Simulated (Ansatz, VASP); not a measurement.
ScGa2AsP2 in VASP and in Ansatz

Contents of INCAR:

```
  PREC = Accurate
  ENCUT = 600
  EDIFF = 1E-7
  ISMEAR = 0
  SIGMA = 0.1
  LREAL = False
  LASPH = True
  NELM = 100
  ALGO = Normal
  ISIF = 3
  LWAVE = False
  LCHARG = False
  GGA = PE
  IBRION = 2
  NSW = 90
  EDIFFG = -0.04
```

The input KPOINTS:

```
Automatic mesh
0
Gamma
  4 4 4
```

Contents of POSCAR:

```
ScGa2AsP2
1.0
    4.3453433400      0.0000000000      0.0000000000
    0.0000000000      4.3453433400      0.0000000000
    0.0000000000      0.0000000000      5.5780309400
Sc Ga P As
1 2 2 1
Direct
    0.0000000000      0.0000000000      0.5000000000
    0.0000000000      0.5000000000      0.0000000000
    0.5000000000      0.0000000000      0.0000000000
    0.5000000000      0.5000000000      0.2788000100
    0.5000000000      0.5000000000      0.7211999900
    0.0000000000      0.0000000000      0.0000000000
```

Input for Ansatz:

```yaml
crystal:
  lattice:
    - [4.34534334, 0.0, 0.0]
    - [0.0, 4.34534334, 0.0]
    - [0.0, 0.0, 5.57803094]
  atoms:
    - { symbol: Sc, position: [0.0, 0.0, 0.5] }
    - { symbol: Ga, position: [0.0, 0.5, 0.0] }
    - { symbol: Ga, position: [0.5, 0.0, 0.0] }
    - { symbol: P, position: [0.5, 0.5, 0.27880001] }
    - { symbol: P, position: [0.5, 0.5, 0.72119999] }
    - { symbol: As, position: [0.0, 0.0, 0.0] }
basis:
  ecutwfc: 420
kpoints:
  mp_grid: { grid: [4, 4, 4] }
hamiltonian:
  xc: pbe
scf:
  occupations: { method: gaussian, width: 0.1 }
  lower_state_search: "off"
output:
  forces: true
  stress: true
  eigenvalues: true
relax:
  adjacent_minimum: "off"
  f_tol: 0.04
  max_steps: 70
  cell: { stress_tol: 0.4 }
```

Change from the starting cell: species swapped into the PrSi2Mo2C type (P4/mmm, No. 123).

Alike in both runs: task relaxation of cell and atoms; functional PBE; k mesh 4 × 4 × 4; occupations gaussian, width 0.1 eV; no spin polarisation.

|  | VASP | Ansatz |
| --- | --- | --- |
| version | VASP 6.6.1 | Ansatz 0.2.0 |
| potentials or method | VASP PAW PBE potentials, release 64 (Sc_sv, Ga_d, P, As), cutoff 600 eV | scalar-relativistic, plane waves, PAW |
| valence electrons in the cell | 52 | 62 |

VASP gave:

```
gap on the k mesh at the Fermi level, each at its own relaxed structure (eV) : none
relaxed volume (Å³/atom)                                                     : 21.11
relaxed length of the cell vector where the two differ most in proportion (Å)              : 5.180
```

Task: Which values does Ansatz return?

Result: gap on the k mesh at the Fermi level, each at its own relaxed structure (eV): none; relaxed volume (Å³/atom): 21.01; relaxed length of the cell vector where the two differ most in proportion (Å): 5.169.

A gap of «none» marks a metal or a gap that the smearing closes. VASP's potentials hold 52 valence electrons a cell and Ansatz's 62, so a difference there can come from the potentials and not from the codes.

The k mesh is coarse, so the values compare programs but aren't converged. Noted on VASP's run: the volume moved by over 15 % at a fixed basis, so the end points are rough.
